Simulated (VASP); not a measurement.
NiO, 2 atoms in the cell. Symmetry: Fm-3m, No. 225, cubic system. The conventional cell has a = 4.146 Å, b = 4.146 Å, c = 4.146 Å, α = 90.00°, β = 90.00°, γ = 90.00°. Within 2.7 Å of Ni (site symmetry m-3m) lie 6 O at 2.07 Å. Within 2.7 Å of O (site symmetry m-3m) lie 6 Ni at 2.07 Å.  This cell differs from its parent crystal: volume scaled by 0.97.

- Program: VASP 6.6.1
- Task: single point
- Functional: r2SCAN
- Potentials or basis: VASP PAW PBE potentials, release 64 (Ni, O)
- Cutoff: 520 eV
- k mesh: 12 × 12 × 12
- Occupations: gaussian, width 0.02 eV
- Spin: collinear spin, ferromagnetic start
- Starting moments: [1.84, 0.31] μB
- Dipole correction: no
- Further INCAR settings: ALGO = Normal; EDIFF = 1e-06; NBANDS = 19

Potentials or basis: VASP PAW PBE potentials, release 64 (Ni, O).

The run is started by

```sh
$ cat potpaw_PBE.64/Ni/POTCAR potpaw_PBE.64/O/POTCAR > POTCAR
$ cp INCAR.step1 INCAR
$ mpirun -np 1 vasp_std > vasp.out
$ cp INCAR.step2 INCAR
$ mpirun -np 1 vasp_std > vasp.out
```

Hardware: 1 thread of Intel(R) Xeon(R) Platinum 8488C (Sapphire Rapids), with other jobs on the host.

Problem. Estimate the wall time of this run.

Solution. Wall time 92 s on 1 thread of Intel(R) Xeon(R) Platinum 8488C (Sapphire Rapids), on a shared host, peak memory 0.18 GiB. Counts: k points 72.
